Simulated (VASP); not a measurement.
Input of a VASP 6.6.1 run:

The input INCAR:

```
PREC = Accurate
ENCUT = 600
EDIFF = 1E-7
ISMEAR = 0
SIGMA = 0.1
LREAL = F
LASPH = T
NELM = 60
ALGO = Normal
ISIF = 3
LWAVE = F
LCHARG = F
GGA = PE
IVDW = 12
IBRION = 2
NSW = 100
EDIFFG = -0.005
```

File KPOINTS:

```
regular mesh
0
Gamma
  18 18 18
```

Contents of POSCAR:

```
Si2W
1.0
   -1.6060000000      1.6060000000      3.9400000000
    1.6060000000     -1.6060000000      3.9400000000
    1.6060000000      1.6060000000     -3.9400000000
Si W
2 1
Direct
    0.3330000000      0.3330000000      0.0000000000
    0.6670000000      0.6670000000      0.0000000000
    0.0000000000      0.0000000000      0.0000000000
```

Potentials or basis: VASP PAW PBE potentials, release 64 (Si, W_sv).

The run is started by

```sh
$ cat potpaw_PBE.64/Si/POTCAR potpaw_PBE.64/W_sv/POTCAR > POTCAR
$ mpirun -np 1 vasp_std > vasp.out
```

Question: Estimate the band gap on the k mesh.

Answer: Zero (bands 11 and 12 overlap by 1.33 eV).

Question: Predict the space group after relaxing (to 0.1 Å).

Answer: I4/mmm (No. 139).

Final structure:
```
Si W
1.0
    -1.59711    1.59711    3.89909
     1.59711   -1.59711    3.89909
     1.59711    1.59711   -3.89909
Si W
2 1
Direct
  0.33410 0.33410 0.00000
  0.66590 0.66590 0.00000
  0.00000 0.00000 0.00000
```

Caveat: spin-orbit coupling is left out, which moves the levels of the heavy elements.
